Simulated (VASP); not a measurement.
# TaC (Fm-3m) in VASP: elastic constants with PBE

Aim: the elastic constants of TaC with PBE.

Program: VASP 6.6.1. These are calculated values, not measurements. Logs are shortened: lines on timing, memory, paths and dates and some standing lists are left out, and cuts for length are marked.

## (1) The cell of the first run

It takes space group Fm-3m (No. 225, cubic). The conventional cell has a = 4.476 Å, b = 4.476 Å, c = 4.476 Å, α = 90.00°, β = 90.00°, γ = 90.00°. Ta (site symmetry m-3m) has 6 C at 2.24 Å within 3.0 Å. C (site symmetry m-3m) has 6 Ta at 2.24 Å within 3.0 Å.

## (2) Elastic constants, PBE

Input file INCAR:

```
SYSTEM = TaC
ALGO = Normal ; EDIFF = 1E-8
ENCUT = 600 ; GGA = PE
GGA_COMPAT = .False. ; IBRION = 6
ISIF = 3 ; ISMEAR = 0
LASPH = .True. ; LCHARG = .True.
LREAL = .False. ; LWAVE = .False.
NELM = 120 ; NFREE = 2
NSW = 1 ; POTIM = 0.015
PREC = Accurate ; SIGMA = 0.15
```

Input file KPOINTS:

```
k-points
0
Gamma
  17 17 17
  0 0 0
```

Input file POSCAR:

```
TaC
1.0
    0.0000000000      2.2378061097      2.2378061097
    2.2378061097      0.0000000000      2.2378061097
    2.2378061097      2.2378061097      0.0000000000
Ta C
1 1
Direct
    0.0000000000      0.0000000000      0.0000000000
    0.5000000000      0.5000000000      0.5000000000
```

Potentials or basis: VASP PAW PBE potentials, release 64 (Ta_pv, C).

The run is started by

```
$ cat potpaw_PBE.64/Ta_pv/POTCAR potpaw_PBE.64/C/POTCAR > POTCAR
$ mpirun -np 1 vasp_std > vasp.out
```

OUTCAR:

```text
SYSTEM = TaC
   EDIFF = 1E-8
   ENCUT = 600
   GGA = PE
   IBRION = 6
   ISIF = 3
   ISMEAR = 0
   LASPH = .True.
   LREAL = .False.
   NELM = 120
   NFREE = 2
   NSW = 1
   POTIM = 0.015
   PREC = Accurate

 ion  position               nearest neighbor table
   1  0.000  0.000  0.000-   2 2.24   2 2.24   2 2.24   2 2.24   2 2.24   2 2.24
   2  0.500  0.500  0.500-   1 2.24   1 2.24   1 2.24   1 2.24   1 2.24   1 2.24

  LATTYP: Found a face centered cubic cell.
 ALAT       =     4.4756122194

  Lattice vectors:

 A1 = (   0.0000000000,   2.2378061097,   2.2378061097)
 A2 = (   2.2378061097,   0.0000000000,   2.2378061097)
 A3 = (   2.2378061097,   2.2378061097,   0.0000000000)

Analysis of symmetry for initial positions (statically):
=====================================================================
 Subroutine PRICEL returns:
 Original cell was already a primitive cell.

 Routine SETGRP: Setting up the symmetry group for a
 face centered cubic supercell.

 Subroutine GETGRP returns: Found 48 space group operations
 (whereof 48 operations were pure point group operations)
 out of a pool of 48 trial point group operations.

The static configuration has the point symmetry O_h .

Analysis of symmetry for dynamics (positions and initial velocities):
=====================================================================
 Subroutine PRICEL returns:
 Original cell was already a primitive cell.

 Routine SETGRP: Setting up the symmetry group for a
 face centered cubic supercell.

 Subroutine GETGRP returns: Found 48 space group operations
 (whereof 48 operations were pure point group operations)
 out of a pool of 48 trial point group operations.

The dynamic configuration has the point symmetry O_h .

 Subroutine INISYM returns: Found 48 space group operations
 (whereof 48 operations are pure point group operations),
 and found     1 'primitive' translations

----------------------------------------------------------------------------------------

                                     Primitive cell

  volume of cell :      22.4129

  direct lattice vectors                    reciprocal lattice vectors
     0.000000000  2.237806110  2.237806110    -0.223433120  0.223433120  0.223433120
     2.237806110  0.000000000  2.237806110     0.223433120 -0.223433120  0.223433120
     2.237806110  2.237806110  0.000000000     0.223433120  0.223433120 -0.223433120

  length of vectors
     3.164735750  3.164735750  3.164735750     0.386997515  0.386997515  0.386997515

  position of ions in fractional coordinates (direct lattice)
     0.000000000  0.000000000  0.000000000
     0.500000000  0.500000000  0.500000000

  ion indices of the primitive-cell ions
   primitive index   ion index
                 1           1
                 2           2

----------------------------------------------------------------------------------------

 KPOINTS: k-points

Automatic generation of k-mesh.
 Grid dimensions read from file:
 generate k-points for:   17   17   17

 Generating k-lattice:

  Cartesian coordinates                     Fractional coordinates (reciprocal lattice)
    -0.013143125  0.013143125  0.013143125     0.058823529  0.000000000  0.000000000
     0.013143125 -0.013143125  0.013143125     0.000000000  0.058823529  0.000000000
     0.013143125  0.013143125 -0.013143125     0.000000000  0.000000000  0.058823529

  Length of vectors
     0.022764560  0.022764560  0.022764560

  Shift w.r.t. Gamma in fractional coordinates (k-lattice)
     0.000000000  0.000000000  0.000000000

 Subroutine IBZKPT returns following result:
 ===========================================

 Found    165 irreducible k-points:

 Following reciprocal coordinates:
            Coordinates               Weight
  0.000000  0.000000  0.000000      1.000000
  0.058824  0.000000  0.000000      8.000000
  0.117647  0.000000  0.000000      8.000000
  0.176471  0.000000  0.000000      8.000000
[... 57 lines left out ...]
   IMIX   =      4    mixing-type and parameters
     AMIX     =   0.40;   BMIX     =  1.00
     AMIX_MAG =   1.60;   BMIX_MAG =  1.00
  volume/ion in A,a.u.               =      11.21        75.62
  Fermi-wavevector in a.u.,A,eV,Ry     =   1.431988  2.706065 27.899977  2.050590
  Thomas-Fermi vector in A             =   2.551665
   LORBIT       =      0    0 simple, 1 ext, 2 COOP (PROOUT), +10 PAW based schemes
   GGA     = PE    functional components
   LHFCALC =     F    Hartree Fock is set to
   AEXX    =    0.0000 exact exchange contribution
   IVDW    =     0    specifies the selected vdW correction
   LEPSILON=     F    determine dielectric tensor
   LRPA    =     F    only Hartree local field effects (RPA)
 finite differences with symmetry
 non-spin polarized calculation
 Gauss-broadening in eV      SIGMA  =   0.15
  energy-cutoff  :      600.00
  volume of cell :       22.41
 maximum number of plane-waves:       760
 NGX is ok and might be reduce to    28
   NGX = 13   NGY = 13   NGZ = 13

--------------------------------------- Ionic step        1  -------------------------------------------

 number of electron      15.0000000 magnetization

 Free energy of the ion-electron system (eV)
  ---------------------------------------------------
  ext. energy  EPLUGINS =         0.00000000
  ---------------------------------------------------
  free energy    TOTEN  =       -22.20553039 eV

  energy without entropy =      -22.19632853  energy(sigma->0) =      -22.20092946

------------------------ aborting loop because EDIFF is reached ----------------------------------------

  FORCE on cell =-STRESS in cart. coord.  units (eV):
  Direction    XX          YY          ZZ          XY          YZ          ZX
  --------------------------------------------------------------------------------------
  -------------------------------------------------------------------------------------
  Total        0.0853905      0.0853905      0.0853905      0.0000000     -0.0000000      0.0000000
  in kB        6.1041136      6.1041136      6.1041136      0.0000000     -0.0000000      0.0000000
  external PRESSURE =       6.1041136 kB  Pullay stress =       0.0000000 kB
[... 89 lines left out ...]
  FREE ENERGIE OF THE ION-ELECTRON SYSTEM (eV)
  ---------------------------------------------------
  free  energy   TOTEN  =       -22.1925250466 eV

  energy  without entropy=      -22.1840512746  energy(sigma->0) =      -22.18828816

[... ionic steps 4 to 14 ...]

--------------------------------------- Ionic step       15  -------------------------------------------

 number of electron      15.0000001 magnetization

------------------------ aborting loop because EDIFF is reached ----------------------------------------
[... 67 lines left out ...]
--------------------------------------- Ionic step       17  -------------------------------------------

 number of electron      15.0000000 magnetization

 Free energy of the ion-electron system (eV)
  ---------------------------------------------------
  ext. energy  EPLUGINS =         0.00000000
  ---------------------------------------------------
  free energy    TOTEN  =       -22.20418127 eV

  energy without entropy =      -22.19498490  energy(sigma->0) =      -22.19958309

 E-fermi :   8.3028     XC(G=0): -13.1304

 val. band max:        8.2944540223   @ k =   0.0000  -0.4118   0.2941
 cond. band min:       8.3064762659   @ k =  -0.3529   0.4118   0.1176
 fundamental gap:      0.0120222436
 Fermi energy:         8.3028293544

 k-point     1 :       0.0000    0.0000    0.0000
  band No.  band energies     occupation
      1     -26.8510      2.00000
      2     -26.8508      2.00000
      3     -26.8508      2.00000
      4      -6.4659      2.00000
      5       6.9366      2.00000
      6       6.9366      2.00000
      7       6.9496      2.00000
      8       7.7659      2.00000
      9       7.7980      2.00000
     10       7.7980      2.00000
     11       8.8972      0.00000
[... 309 lines left out ...]
 k-point    24 :      -0.1176    0.0588    0.0000
  band No.  band energies     occupation
      1     -26.9848      2.00000
      2     -26.8831      2.00000
      3     -26.8575      2.00000
      4      -5.8782      2.00000
      5       4.9592      2.00000
      6       5.3981      2.00000
      7       5.5332      2.00000
      8       7.3696      2.00000
      9       8.2446      1.41702
     10       8.8848      0.00000
     11      10.6882      0.00000

 [... further k-points ...]

------------------------ aborting loop because EDIFF is reached ----------------------------------------

  FORCE on cell =-STRESS in cart. coord.  units (eV):
  Direction    XX          YY          ZZ          XY          YZ          ZX
  --------------------------------------------------------------------------------------
  -------------------------------------------------------------------------------------
  Total        0.0986731      0.0850192      0.0850192      0.0000000     -0.0000000     -0.0000000
  in kB        7.0536200      6.0775772      6.0775772      0.0000000     -0.0000000     -0.0000000
  external PRESSURE =       6.4029248 kB  Pullay stress =       0.0000000 kB
[... 17 lines left out ...]
  FREE ENERGIE OF THE ION-ELECTRON SYSTEM (eV)
  ---------------------------------------------------
  free  energy   TOTEN  =       -22.2041812745 eV

  energy  without entropy=      -22.1949849018  energy(sigma->0) =      -22.19958309

 INTERNAL STRAIN TENSORS FROM STRAINED CELLS
 ============================================

 INTERNAL STRAIN TENSOR FOR ION    1 for displacements in x,y,z  (eV/Angst):
          X           Y           Z          XY          YZ          ZX
  --------------------------------------------------------------------------------
  x    -0.00000     0.00000     0.00000     0.00000    -0.00000     0.00000
  y    -0.00000    -0.00000     0.00000    -0.00000    -0.00000     0.00000
  z     0.00000    -0.00000     0.00000     0.00000    -0.00000     0.00000

 INTERNAL STRAIN TENSORS FROM DISPLACED ATOMS
 ============================================

 INTERNAL STRAIN TENSOR FOR ION    1 for displacements in x,y,z  (eV/Angst):
          X           Y           Z          XY          YZ          ZX
  --------------------------------------------------------------------------------
  x     0.00000     0.00000     0.00000     0.00000     0.00000     0.00000
  y     0.00000     0.00000     0.00000     0.00000     0.00000     0.00000
  z     0.00000     0.00000     0.00000     0.00000     0.00000     0.00000

 INTERNAL STRAIN TENSOR FOR ION    2 for displacements in x,y,z  (eV/Angst):
          X           Y           Z          XY          YZ          ZX
  --------------------------------------------------------------------------------
  x     0.00000     0.00000     0.00000     0.00000     0.00000     0.00000
  y     0.00000     0.00000     0.00000     0.00000     0.00000     0.00000
  z     0.00000     0.00000     0.00000     0.00000     0.00000     0.00000

 Eigenvectors and eigenvalues of the dynamical matrix
 ----------------------------------------------------

   1 f  =   16.123673 THz   101.308025 2PiTHz  537.827840 cm-1    66.682124 meV
             X         Y         Z           dx          dy          dz
      0.000000  0.000000  0.000000     0.000000    0.249515    0.000000
      2.237806  2.237806  2.237806     0.000000   -0.968371    0.000000
[... 21 lines left out ...]
   6 f/i=    0.000385 THz     0.002418 2PiTHz    0.012838 cm-1     0.001592 meV
             X         Y         Z           dx          dy          dz
      0.000000  0.000000  0.000000     0.000000   -0.968371    0.000000
      2.237806  2.237806  2.237806     0.000000   -0.249515    0.000000

--------------------------------------------------------------------------------------------------------

 ELASTIC MODULI CONTR FROM IONIC RELAXATION (kBar)
 Direction    XX          YY          ZZ          XY          YZ          ZX
 --------------------------------------------------------------------------------
 XX           0.0000      0.0000      0.0000      0.0000      0.0000      0.0000
 YY           0.0000      0.0000      0.0000      0.0000      0.0000      0.0000
 ZZ           0.0000      0.0000      0.0000      0.0000      0.0000      0.0000
 XY           0.0000      0.0000      0.0000      0.0000      0.0000      0.0000
 YZ           0.0000      0.0000      0.0000      0.0000      0.0000      0.0000
 ZX           0.0000      0.0000      0.0000      0.0000      0.0000      0.0000
 --------------------------------------------------------------------------------

 TOTAL ELASTIC MODULI (kBar)
 Direction    XX          YY          ZZ          XY          YZ          ZX
 --------------------------------------------------------------------------------
 XX        7077.1960   1363.8056   1363.8056      0.0000     -0.0000      0.0000
 YY        1363.8056   7077.1960   1363.8056     -0.0000      0.0000      0.0000
 ZZ        1363.8056   1363.8056   7077.1960     -0.0000     -0.0000     -0.0000
 XY           0.0000     -0.0000     -0.0000   1707.8749     -0.0000      0.0000
 YZ          -0.0000      0.0000     -0.0000     -0.0000   1707.8749     -0.0000
 ZX           0.0000      0.0000     -0.0000      0.0000     -0.0000   1707.8749
 --------------------------------------------------------------------------------
```

Run time: 26 min. Hardware: 1 thread of Oxide Virtual Turin-like, shared host; peak memory 0.75 GiB.

Results:

```yaml
Elastic_constants_C11_C12_C44: 708, 136, 171 GPa
Voigt_bulk_modulus: 327 GPa
Highest_phonon_frequency_at_Γ: 538 cm⁻¹
```

Phonon frequencies in cm⁻¹ (negative: imaginary):
| q point | frequencies |
| --- | --- |
| (0.000, 0.000, 0.000) | 0 0 0 538 538 538 |

Elastic tensor in Voigt notation (GPa, in the Cartesian axes of the cell as first typed):
```
708 136 136   0   0   0
136 708 136   0   0   0
136 136 708   0   0   0
  0   0   0 171   0   0
  0   0   0   0 171   0
  0   0   0   0   0 171
```

Clamped-ion elastic tensor (GPa):
```
708 136 136   0   0   0
136 708 136   0   0   0
136 136 708   0   0   0
  0   0   0 171   0   0
  0   0   0   0 171   0
  0   0   0   0   0 171
```

Caveat: spin-orbit coupling is left out, which moves the levels of the heavy elements.
